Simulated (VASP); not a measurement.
Write the native input for VASP 6.6.1 that does the following.

| Item | Value |
| --- | --- |
| Task | single point |
| Functional | HSE06 |
| Potentials or basis | VASP PAW PBE potentials, release 64 (Sn_d, S) |
| Cutoff | 400 eV |
| k mesh | 6 × 6 × 4 |
| Occupations | gaussian, width 0.01 eV |
| Spin | no spin polarisation |
| Dipole correction | no |
| Grid for exact exchange (PRECFOCK) | Normal |
| Further INCAR settings | ALGO = Normal; EDIFF = 1e-06; NBANDS = 20 |
| Share of exact exchange | 0.25 |
| Screening parameter | 0.2079 1/Å |

The system is SnS2.

```
Sn S
1.0
     3.58754    0.00000    0.00000
    -1.79377    3.10690    0.00000
     0.00000    0.00000    5.84255
Sn S
1 2
Direct
  0.00000 0.00000 0.00000
  0.33333 0.66667 0.25400
  0.66667 0.33333 0.74600
```

This cell differs from its parent crystal: strain -2.0%.

The input as run:

POSCAR

```
SnS2
1.0
    3.5875397104      0.0000000000      0.0000000000
   -1.7937698552      3.1069005263      0.0000000000
    0.0000000000      0.0000000000      5.8425452398
Sn S
1 2
Direct
    0.0000000000      0.0000000000      0.0000000000
    0.3333333333      0.6666666667      0.2540015420
    0.6666666667      0.3333333333      0.7459984580
```

INCAR.step1

```
ALGO = Normal ; EDIFF = 1E-5
ENCUT = 400 ; GGA = PE
GGA_COMPAT = F ; ISIF = 2
ISMEAR = 0 ; LASPH = T
LREAL = F ; LWAVE = T
NBANDS = 20 ; NELM = 120
PREC = Accurate ; SIGMA = 0.01
```

INCAR.step2

```
ALGO = Normal ; EDIFF = 1E-6
ENCUT = 400 ; GGA = PE
GGA_COMPAT = F ; HFSCREEN = 0.2079
ISIF = 2 ; ISMEAR = 0
ISTART = 1 ; LASPH = T
LCHARG = T ; LELF = T
LHFCALC = T ; LREAL = F
LVHAR = T ; LWAVE = F
NBANDS = 20 ; NELM = 120
PREC = Accurate ; PRECFOCK = Normal
SIGMA = 0.01
```

KPOINTS

```
k-points
0
Gamma
  6 6 4
```

Potentials or basis: VASP PAW PBE potentials, release 64 (Sn_d, S).

Command:

```console
$ cat potpaw_PBE.64/Sn_d/POTCAR potpaw_PBE.64/S/POTCAR > POTCAR
$ cp INCAR.step1 INCAR
$ mpirun -np 1 vasp_std > vasp.out
$ cp INCAR.step2 INCAR
$ mpirun -np 1 vasp_std > vasp.out
```

Results of the run:

- Pressure: 2.9 GPa
- Largest force: 0.271 eV/Å
- Band gap on the k mesh: 2.39 eV (least direct gap 2.82 eV)

Caveat: the cell differs from its parent crystal (strain -2.0%); the PAW data sets were made with another functional, which shifts forces and pressure a little; spin-orbit coupling is left out, which moves the levels of the heavy elements; this functional lacks dispersion, which binds layers or chains, so the pressure and a relaxed spacing across them are unreliable.

Wall time 58 min on 1 thread of Intel(R) Xeon(R) Platinum 8259CL CPU @ 2.50GHz (Skylake/Cascade Lake), with other jobs on the host, peak memory 0.28 GiB.
